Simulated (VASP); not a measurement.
Runs of VASP 6.6.1 on Si7Sn. The typed cell holds 16 atoms: a = 7.871 Å, b = 7.871 Å, c = 7.871 Å, α = 60.00°, β = 60.00°, γ = 60.00°. 

| level | cutoff (eV) | smearing | gap on the mesh (eV) | pressure (GPa) | largest force (eV/Å) |
| --- | --- | --- | --- | --- | --- |
| PBEsol | 500 | fermi-dirac 0.05 eV | 0.84 | 1.6 | 3.35 |
| PBEsol | 520 | fermi-dirac 0.05 eV | 0.84 | 1.6 | 3.33 |
| RPBE | 520 | fermi-dirac 0.05 eV | (a) | 5.0 | 3.54 |
| PBEsol | 500 | gaussian 0.01 eV | 0.84 | 1.6 | 3.35 |
| PBEsol | 520 | gaussian 0.01 eV | 0.84 | 1.6 | 3.33 |

Alike in all rows: task single point; potentials or basis VASP PAW PBE potentials, release 64 (Sn_d, Si); no spin polarisation; cell as given; k mesh 2 × 2 × 2, shifted.

Problem. Fill in the values left out.

Solution. (a) 0.99.

Caveats: the PAW data sets were made with another functional, which shifts forces and pressure a little; spin-orbit coupling is left out, which moves the levels of the heavy elements; a shifted mesh leaves out Γ, where band edges can lie; the cell stands under pressure (at least some runs).

A k mesh can miss the band edges, and the runs leave out spin-orbit coupling on Sn.
